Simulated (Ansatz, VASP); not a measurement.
# One calculation of Cu, two programs

```
Cu
1.0
     0.00000    1.85844    1.70977
     1.85844    0.00000    1.70977
     1.85844    1.85844    0.00000
Cu
1
Direct
  0.00000 0.00000 0.00000
```

Alike in both runs: task single point; functional PBE; k mesh 24 × 24 × 24; occupations gaussian, width 0.15 eV; no spin polarisation.

|  | VASP | Ansatz |
| --- | --- | --- |
| version | VASP 6.6.1 | Ansatz 0.2.0 |
| potentials or method | VASP PAW PBE potentials, release 64 (Cu), cutoff 520 eV | scalar-relativistic, plane waves, PAW |
| valence electrons in the cell | 11 | 19 |

```tsv
	VASP	Ansatz	Ansatz less VASP
gap on the k mesh at the Fermi level (eV)	none	none	-
pressure (GPa)	2.6	2.0	-0.64
traceless stress, the component that is largest in VASP (GPa)	2.21	2.22	+0.013
```

A gap of «none» marks a metal or a gap that the smearing closes. The functional is the same, so the differences come from potentials, cutoffs and numerics. VASP's potentials hold 11 valence electrons a cell and Ansatz's 19, so a difference there can come from the potentials and not from the codes.
